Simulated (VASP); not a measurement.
# Ta (Im-3m) in VASP: further runs

Runs on Ta. Level: LDA. Tasks: single point, relaxation of cell and atoms.

Everything below comes from runs of VASP 6.6.1. Logs are shortened: lines on timing, memory, paths and dates and some standing lists are left out, and cuts for length are marked.

**1. The cell of the first run**

Symmetry: Im-3m, No. 229, cubic system. The conventional cell has a = 3.253 Å, b = 3.253 Å, c = 3.253 Å, α = 90.00°, β = 90.00°, γ = 90.00°. Ta (site symmetry m-3m) has 14 Ta at 2.82 to 3.25 Å within 3.7 Å.

**2. Single point, LDA**

The input, INCAR:

```
SYSTEM = Ta
PREC = Accurate ; ENCUT = 520
EDIFF = 1E-6 ; ISMEAR = 0
SIGMA = 0.1 ; LREAL = .False.
LASPH = .True. ; NELM = 100
ALGO = Normal ; ISIF = 2
LWAVE = .False. ; LCHARG = .False.
NBANDS = 12
```

The input, KPOINTS:

```
Automatic mesh
0
Gamma
  18 18 18
  0 0 0
```

The input, POSCAR:

```
Ta
1.0
   -1.6264339968      1.6264339968      1.6264339968
    1.6264339968     -1.6264339968      1.6264339968
    1.6264339968      1.6264339968     -1.6264339968
Ta
1
Direct
    0.0000000000      0.0000000000      0.0000000000
```

Potentials or basis: VASP PAW LDA potentials, release 64 (Ta_pv).

The run is started by

```
$ cat potpaw_LDA.64/Ta_pv/POTCAR > POTCAR
$ mpirun -np 1 vasp_std > vasp.out
```

OUTCAR:

```text
SYSTEM = Ta
   PREC = Accurate
   ENCUT = 520
   EDIFF = 1E-6
   ISMEAR = 0
   LREAL = .False.
   LASPH = .True.
   NELM = 100
   ISIF = 2

 ion  position               nearest neighbor table
   1  0.000  0.000  0.000-

  LATTYP: Found a body centered cubic cell.
 ALAT       =     3.2528679936

  Lattice vectors:

 A1 = (  -1.6264339968,   1.6264339968,   1.6264339968)
 A2 = (   1.6264339968,  -1.6264339968,   1.6264339968)
 A3 = (   1.6264339968,   1.6264339968,  -1.6264339968)

Analysis of symmetry for initial positions (statically):
=====================================================================
 Subroutine PRICEL returns:
 Original cell was already a primitive cell.

 Routine SETGRP: Setting up the symmetry group for a
 body centered cubic supercell.

 Subroutine GETGRP returns: Found 48 space group operations
 (whereof 48 operations were pure point group operations)
 out of a pool of 48 trial point group operations.

The static configuration has the point symmetry O_h .

Analysis of symmetry for dynamics (positions and initial velocities):
=====================================================================
 Subroutine PRICEL returns:
 Original cell was already a primitive cell.

 Routine SETGRP: Setting up the symmetry group for a
 body centered cubic supercell.

 Subroutine GETGRP returns: Found 48 space group operations
 (whereof 48 operations were pure point group operations)
 out of a pool of 48 trial point group operations.

The dynamic configuration has the point symmetry O_h .

 Subroutine INISYM returns: Found 48 space group operations
 (whereof 48 operations are pure point group operations),
 and found     1 'primitive' translations

----------------------------------------------------------------------------------------

                                     Primitive cell

  volume of cell :      17.2095

  direct lattice vectors                    reciprocal lattice vectors
    -1.626433997  1.626433997  1.626433997     0.000000000  0.307421021  0.307421021
     1.626433997 -1.626433997  1.626433997     0.307421021  0.000000000  0.307421021
     1.626433997  1.626433997 -1.626433997     0.307421021  0.307421021  0.000000000

  length of vectors
     2.817066318  2.817066318  2.817066318     0.434758977  0.434758977  0.434758977

  position of ions in fractional coordinates (direct lattice)
     0.000000000  0.000000000  0.000000000

  ion indices of the primitive-cell ions
   primitive index   ion index
                 1           1

----------------------------------------------------------------------------------------

 KPOINTS: Automatic mesh

Automatic generation of k-mesh.
 Grid dimensions read from file:
 generate k-points for:   18   18   18

 Generating k-lattice:

  Cartesian coordinates                     Fractional coordinates (reciprocal lattice)
     0.000000000  0.017078946  0.017078946     0.055555556  0.000000000  0.000000000
     0.017078946  0.000000000  0.017078946     0.000000000  0.055555556  0.000000000
     0.017078946  0.017078946  0.000000000     0.000000000  0.000000000  0.055555556

  Length of vectors
     0.024153277  0.024153277  0.024153277

  Shift w.r.t. Gamma in fractional coordinates (k-lattice)
     0.000000000  0.000000000  0.000000000

 Subroutine IBZKPT returns following result:
 ===========================================

 Found    195 irreducible k-points:

 Following reciprocal coordinates:
            Coordinates               Weight
  0.000000  0.000000  0.000000      1.000000
  0.055556  0.000000  0.000000     12.000000
  0.111111  0.000000  0.000000     12.000000
  0.166667  0.000000  0.000000     12.000000
  0.222222  0.000000  0.000000     12.000000
  0.277778  0.000000  0.000000     12.000000
[... 16 lines left out ...]
  0.333333  0.111111  0.000000     48.000000
  0.388889  0.111111  0.000000     48.000000
 [... further k-points ...]
   k-points           NKPTS =    195   k-points in BZ     NKDIM =    195   number of bands    NBANDS=     12
   number of dos      NEDOS =    301   number of ions     NIONS =      1
   total plane-waves  NPLWV =  13824
   dimension x,y,z NGX =    24 NGY =   24 NGZ =   24
   dimension x,y,z NGXF=    48 NGYF=   48 NGZF=   48
   ions per type =               1
   NGX,Y,Z   is equivalent  to a cutoff of  14.16, 14.16, 14.16 a.u.
   NGXF,Y,Z  is equivalent  to a cutoff of  28.33, 28.33, 28.33 a.u.
 SYSTEM =  Ta
   PREC   = accura    normal or accurate (medium, high low for compatibility)
   ISTART =      0    job   : 0-new  1-cont  2-samecut
   ICHARG =      2    charge: 1-file 2-atom 10-const
   ISPIN  =      1    spin polarized calculation?
   LNONCOLLINEAR =      F non collinear calculations
   LSORBIT =      F    spin-orbit coupling
   LASPH  =      T    aspherical Exc in radial PAW
   ENCUT  =  520.0 eV  38.22 Ry    6.18 a.u.   5.24  5.24  5.24*2*pi/ulx,y,z
   NELM   =    100;   NELMIN=  2; NELMDL= -5     # of ELM steps
   EDIFF  = 0.1E-05   stopping-criterion for ELM
   LREAL  =      F    real-space projection
   EDIFFG = 0.1E-04   stopping-criterion for IOM
   NSW    =      0    number of steps for IOM
   IBRION =     -1    ionic relax: 0-MD 1-quasi-New 2-CG
   NFREE  =      0    steps in history (QN), initial steepest desc. (CG)
   ISIF   =      2    stress and relaxation
   ISYM   =      2    0-nonsym 1-usesym 2-fastsym
   POTIM  = 0.5000    time-step for ionic-motion
   TEBEG  =    0.0;   TEEND  =   0.0 temperature during run
   PSTRESS=    0.0 pullay stress
   NELECT =      11.0000    total number of electrons
   NUPDOWN=      -1.0000    fix difference up-down
   EMIN   =  10.00;   EMAX   =-10.00  energy-range for DOS
   EFERMI =   0.00;   METHOD = LEGACY
   ISMEAR =     0;   SIGMA  =   0.10  broadening in eV -4-tet -1-fermi 0-gaus
   EFERMI_NEDOS =   21; number of points for ismear=-14 and -15
   IALGO  =     38    algorithm
   IMIX   =      4    mixing-type and parameters
     AMIX     =   0.40;   BMIX     =  1.00
     AMIX_MAG =   1.60;   BMIX_MAG =  1.00
  volume/ion in A,a.u.               =      17.21       116.14
  Fermi-wavevector in a.u.,A,eV,Ry     =   1.410206  2.664903 27.057655  1.988682
  Thomas-Fermi vector in A             =   2.532184
   LORBIT       =      0    0 simple, 1 ext, 2 COOP (PROOUT), +10 PAW based schemes
   GGA     = CA    functional components
   LHFCALC =     F    Hartree Fock is set to
   AEXX    =    0.0000 exact exchange contribution
   IVDW    =     0    specifies the selected vdW correction
   LEPSILON=     F    determine dielectric tensor
   LRPA    =     F    only Hartree local field effects (RPA)
 non-spin polarized calculation
 Gauss-broadening in eV      SIGMA  =   0.10
  energy-cutoff  :      520.00
  volume of cell :       17.21
 maximum number of plane-waves:       478
 NGX is ok and might be reduce to    24
   NGX = 11   NGY = 11   NGZ = 11

 number of electron      11.0000000 magnetization

 Free energy of the ion-electron system (eV)
  ---------------------------------------------------
  ext. energy  EPLUGINS =         0.00000000
  ---------------------------------------------------
  free energy    TOTEN  =       -12.83277229 eV

  energy without entropy =      -12.82698282  energy(sigma->0) =      -12.82987756

 E-fermi :   5.7796     XC(G=0): -13.0288

 val. band max:        5.7774251676   @ k =  -0.3333   0.3333   0.1667
 cond. band min:       5.7855135645   @ k =  -0.2222   0.2222   0.1667
 fundamental gap:      0.0080883969
 Fermi energy:         5.7796385180

 k-point     1 :       0.0000    0.0000    0.0000
  band No.  band energies     occupation
      1     -26.9366      2.00000
      2     -26.9366      2.00000
      3     -26.9366      2.00000
      4      -2.2282      2.00000
      5       6.4503      0.00000
      6       6.4503      0.00000
      7       6.4503      0.00000
      8       9.8742      0.00000
      9       9.8742      0.00000
     10      19.6261      0.00000
     11      21.0711      0.00000
     12      21.0711      0.00000

 k-point     2 :       0.0556    0.0000    0.0000
  band No.  band energies     occupation
      1     -26.9828      2.00000
      2     -26.9506      2.00000
      3     -26.9369      2.00000
      4      -2.0806      2.00000
      5       6.3546      0.00000
      6       6.4250      0.00000
      7       6.5946      0.00000
      8       9.7142      0.00000
      9       9.8740      0.00000
     10      19.6262      0.00000
     11      21.2062      0.00000
     12      21.3260      0.00000

 k-point     3 :       0.1111    0.0000    0.0000
  band No.  band energies     occupation
      1     -27.1139      2.00000
      2     -26.9906      2.00000
      3     -26.9378      2.00000
      4      -1.6548      2.00000
      5       6.0911      0.00001
      6       6.3166      0.00000
      7       7.0226      0.00000
      8       9.3820      0.00000
      9       9.8817      0.00000
     10      19.6259      0.00000
     11      21.5509      0.00000
     12      22.0653      0.00000

 k-point     4 :       0.1667    0.0000    0.0000
  band No.  band energies     occupation
      1     -27.3100      2.00000
      2     -27.0513      2.00000
      3     -26.9392      2.00000
      4      -1.0041      2.00000
      5       5.7181      1.61610
      6       6.0745      0.00003
      7       7.7210      0.00000
      8       9.1577      0.00000
      9       9.9182      0.00000
     10      19.6255      0.00000
     11      21.8732      0.00000
     12      23.2249      0.00000

 k-point     5 :       0.2222    0.0000    0.0000
  band No.  band energies     occupation
      1     -27.5430      2.00000
      2     -27.1249      2.00000
      3     -26.9409      2.00000
      4      -0.2293      2.00000
      5       5.3014      2.00000
      6       5.7670      1.14179
      7       8.6655      0.00000
      8       9.1803      0.00000
      9      10.0051      0.00000
     10      19.6246      0.00000
     11      21.7241      0.00000
     12      23.7495      0.00000
[... 228 lines left out ...]
      1     -27.8137      2.00000
      2     -27.2167      2.00000
      3     -26.9989      2.00000
      4       0.8816      2.00000
      5       4.8832      2.00000
      6       5.2686      2.00000
      7       8.9891      0.00000
      8      10.4075      0.00000
      9      10.5387      0.00000
     10      19.6208      0.00000
     11      21.0583      0.00000
     12      22.7867      0.00000

 k-point    22 :       0.2778    0.1111   -0.0000
  band No.  band energies     occupation
      1     -27.9983      2.00000
      2     -27.3032      2.00000
      3     -27.0033      2.00000
      4       1.4076      2.00000
      5       4.5687      2.00000
      6       5.4431      2.00000
      7       9.2908      0.00000
      8      10.6708      0.00000
      9      11.7266      0.00000
     10      19.5931      0.00000
     11      19.9106      0.00000
     12      21.4509      0.00000

 k-point    23 :       0.3333    0.1111    0.0000
  band No.  band energies     occupation
      1     -28.1445      2.00000
      2     -27.3741      2.00000
      3     -27.0064      2.00000
      4       1.6140      2.00000
      5       4.3402      2.00000
      6       6.0073      0.00129
      7       9.5744      0.00000
      8      10.8101      0.00000
      9      13.0324      0.00000
     10      18.8290      0.00000
     11      19.6315      0.00000
     12      20.0673      0.00000

 k-point    24 :       0.3889    0.1111    0.0000
  band No.  band energies     occupation
      1     -28.2381      2.00000
      2     -27.4204      2.00000
      3     -27.0082      2.00000
      4       1.6357      2.00000
      5       4.1998      2.00000
      6       6.6739      0.00000
      7       9.6476      0.00000
      8      11.0241      0.00000
      9      14.1029      0.00000
     10      17.9289      0.00000
     11      19.1787      0.00000
     12      19.6442      0.00000

 [... further k-points ...]

------------------------ aborting loop because EDIFF is reached ----------------------------------------

  FORCE on cell =-STRESS in cart. coord.  units (eV):
  Direction    XX          YY          ZZ          XY          YZ          ZX
  --------------------------------------------------------------------------------------
  -------------------------------------------------------------------------------------
  Total        0.0949005      0.0949005      0.0949005      0.0000000      0.0000000     -0.0000000
  in kB        8.8350609      8.8350609      8.8350609      0.0000000      0.0000000     -0.0000000
  external PRESSURE =       8.8350609 kB  Pullay stress =       0.0000000 kB

 VOLUME and BASIS-vectors are now :
 -----------------------------------------------------------------------------
  energy-cutoff  :      520.00
  volume of cell :       17.21
      direct lattice vectors                 reciprocal lattice vectors
    -1.626433997  1.626433997  1.626433997     0.000000000  0.307421021  0.307421021
     1.626433997 -1.626433997  1.626433997     0.307421021  0.000000000  0.307421021
     1.626433997  1.626433997 -1.626433997     0.307421021  0.307421021  0.000000000

 POSITION                                       TOTAL-FORCE (eV/Angst)
 -----------------------------------------------------------------------------------
      0.00000      0.00000      0.00000         0.000000     -0.000000      0.000000
 -----------------------------------------------------------------------------------
    total drift:                               -0.000000      0.000000      0.000000

  FREE ENERGIE OF THE ION-ELECTRON SYSTEM (eV)
  ---------------------------------------------------
  free  energy   TOTEN  =       -12.8327722948 eV

  energy  without entropy=      -12.8269828153  energy(sigma->0) =      -12.82987756
```

Run time: 18 s. Hardware: 1 thread of Intel Xeon Platinum 8488C (Sapphire Rapids), shared host; peak memory 0.16 GiB.

Results:

```
Free energy : -12.8328 eV
Pressure    : 0.9 GPa
```

Levels at points of the mesh, in eV from the Fermi level:
```tsv
k point	band 4	band 5	band 6	band 7	band 8	band 9
(0.00, 0.00, 0.00)	-8.01	0.67	0.67	0.67	4.09	4.09
(0.50, 0.00, 0.00)	-4.58	-1.72	1.97	4.01	5.07	8.21
(0.50, 0.50, 0.50)	-4.09	-4.09	7.17	7.17	7.17	9.18
```

Caveat: spin-orbit coupling is left out, which moves the levels of the heavy elements.

**3. Relaxation of cell and atoms, LDA**

This run uses another cell than the first one, of 17.11 Å³/atom, 0.994 times its volume.

The input, INCAR:

```
SYSTEM = Ta
  PREC = Accurate
  ENCUT = 600
  EDIFF = 1E-6
  ISMEAR = 0
  SIGMA = 0.1
  LREAL = .FALSE.
  LASPH = .TRUE.
  NELM = 60
  ALGO = Fast
  ISIF = 3
  LWAVE = .FALSE.
  LCHARG = .FALSE.
  IBRION = 2
  NSW = 100
  EDIFFG = -0.005
```

The input, KPOINTS:

```
regular mesh
0
G
  18 18 18
  0 0 0
```

The input, POSCAR:

```
Ta
1.0
   -1.6232058263      1.6232058263      1.6232058263
    1.6232058263     -1.6232058263      1.6232058263
    1.6232058263      1.6232058263     -1.6232058263
Ta
1
Direct
    0.0000000000      0.0000000000      0.0000000000
```

Potentials or basis: VASP PAW LDA potentials, release 64 (Ta_pv).

The run is started by

```
$ cat potpaw_LDA.64/Ta_pv/POTCAR > POTCAR
$ mpirun -np 1 vasp_std > vasp.out
```

OUTCAR:

```text
SYSTEM = Ta
   PREC = Accurate
   ENCUT = 600
   EDIFF = 1E-6
   ISMEAR = 0
   LREAL = .FALSE.
   LASPH = .TRUE.
   NELM = 60
   ISIF = 3
   IBRION = 2
   NSW = 100
   EDIFFG = -0.005

 ion  position               nearest neighbor table
   1  0.000  0.000  0.000-

  LATTYP: Found a body centered cubic cell.
 ALAT       =     3.2464116526

  Lattice vectors:

 A1 = (  -1.6232058263,   1.6232058263,   1.6232058263)
 A2 = (   1.6232058263,  -1.6232058263,   1.6232058263)
 A3 = (   1.6232058263,   1.6232058263,  -1.6232058263)

Analysis of symmetry for initial positions (statically):
=====================================================================
 Subroutine PRICEL returns:
 Original cell was already a primitive cell.
[... 254 lines left out ...]
 fundamental gap:      0.0006208996
 Fermi energy:         5.7456611027

 k-point     1 :       0.0000    0.0000    0.0000
  band No.  band energies     occupation
      1     -26.9881      2.00000
      2     -26.9881      2.00000
      3     -26.9881      2.00000
      4      -2.2487      2.00000
      5       6.4154      0.00000
      6       6.4154      0.00000
      7       6.4154      0.00000
      8       9.8238      0.00000
      9       9.8238      0.00000
[... 265 lines left out ...]
 k-point    24 :       0.3889    0.1111    0.0000
  band No.  band energies     occupation
      1     -28.2723      2.00000
      2     -27.4657      2.00000
      3     -27.0586      2.00000
      4       1.6164      2.00000
      5       4.1761      2.00000
      6       6.6250      0.00000
      7       9.5958      0.00000
      8      10.9639      0.00000
      9      14.0257      0.00000

 [... further k-points ...]

------------------------ aborting loop because EDIFF is reached ----------------------------------------

  FORCE on cell =-STRESS in cart. coord.  units (eV):
  Direction    XX          YY          ZZ          XY          YZ          ZX
  --------------------------------------------------------------------------------------
  -------------------------------------------------------------------------------------
  Total       -0.0004894     -0.0004894     -0.0004894     -0.0000000     -0.0000000     -0.0000000
  in kB       -0.0453737     -0.0453737     -0.0453737     -0.0000000     -0.0000000     -0.0000000
  external PRESSURE =      -0.0453737 kB  Pullay stress =       0.0000000 kB
[... 16 lines left out ...]
  FREE ENERGIE OF THE ION-ELECTRON SYSTEM (eV)
  ---------------------------------------------------
  free  energy   TOTEN  =       -12.8330704878 eV

  energy  without entropy=      -12.8273056103  energy(sigma->0) =      -12.83018805

 reached required accuracy - stopping structural energy minimisation
```

OSZICAR:

```text
N       E                     dE             d eps       ncg     rms          rms(c)
DAV:   1     0.515413728466E+02    0.51541E+02   -0.71748E+03  3510   0.131E+03
DAV:   2    -0.125392672578E+02   -0.64081E+02   -0.63009E+02  4435   0.266E+02
DAV:   3    -0.132835091964E+02   -0.74424E+00   -0.71596E+00  3995   0.282E+01
[... 28 lines left out ...]
RMM:   5    -0.128330651384E+02   -0.12137E-04   -0.43676E-04  3511   0.233E-01    0.330E-02
RMM:   6    -0.128330698985E+02   -0.47601E-05   -0.53891E-05  3538   0.969E-02    0.285E-02
RMM:   7    -0.128330741546E+02   -0.42561E-05   -0.23115E-05  3499   0.480E-02    0.973E-02
RMM:   8    -0.128330712467E+02    0.29079E-05   -0.11385E-05  3452   0.366E-02    0.299E-02
RMM:   9    -0.128330704878E+02    0.75883E-06   -0.18477E-06  2483   0.124E-02
   3 F= -.12833070E+02 E0= -.12830188E+02  d E =-.119466E-02
```

CONTCAR:

```text
Ta
   1.00000000000000
    -1.6286780107179253    1.6286780107179253    1.6286780107179253
     1.6286780107179253   -1.6286780107179253    1.6286780107179253
     1.6286780107179253    1.6286780107179253   -1.6286780107179253
  Ta
     1
Direct
     0.0000000000000000    0.0000000000000000    0.0000000000000000

  0.00000000E+00  0.00000000E+00  0.00000000E+00
```

Run time: 36 s. Hardware: 1 thread of Intel Xeon Platinum 8488C (Sapphire Rapids), shared host; peak memory 0.17 GiB.

What came out:

```yaml
Free_energy: -12.8331 eV
Relaxed_volume: 17.28 Å³/atom
Relaxed_cell: a = 2.821 Å, b = 2.821 Å, c = 2.821 Å, α = 109.47°, β = 109.47°, γ = 109.47°
Space_group_after_relaxing_to_0.05_Å: Im-3m (No. 229)
Energy_gained_by_relaxing: 1.2 meV/atom
Ionic_steps: 3
Pressure_after_relaxing: 0.0 GPa
```

The path:
```
step  energy change (eV)  largest force (eV/Å)  pressure (GPa)  volume (Å³)
   1              0.0000                0.0000            2.26        17.11
   2              0.0061                0.0000           -5.29        17.71
   3             -0.0012                0.0000            0.00        17.28
```

Final structure:
```
Ta
1.0
    -1.62868    1.62868    1.62868
     1.62868   -1.62868    1.62868
     1.62868    1.62868   -1.62868
Ta
1
Direct
  0.00000 0.00000 0.00000
```

Levels at points of the mesh, in eV from the Fermi level:
| k point | band 3 | band 4 | band 5 | band 6 | band 7 | band 8 |
| --- | --- | --- | --- | --- | --- | --- |
| (0.00, 0.00, 0.00) | -32.73 | -7.99 | 0.67 | 0.67 | 0.67 | 4.08 |
| (0.50, 0.00, 0.00) | -32.74 | -4.56 | -1.71 | 1.94 | 3.99 | 5.05 |
| (0.50, 0.50, 0.50) | -33.68 | -4.07 | -4.07 | 7.13 | 7.13 | 7.13 |

Caveat: spin-orbit coupling is left out, which moves the levels of the heavy elements.
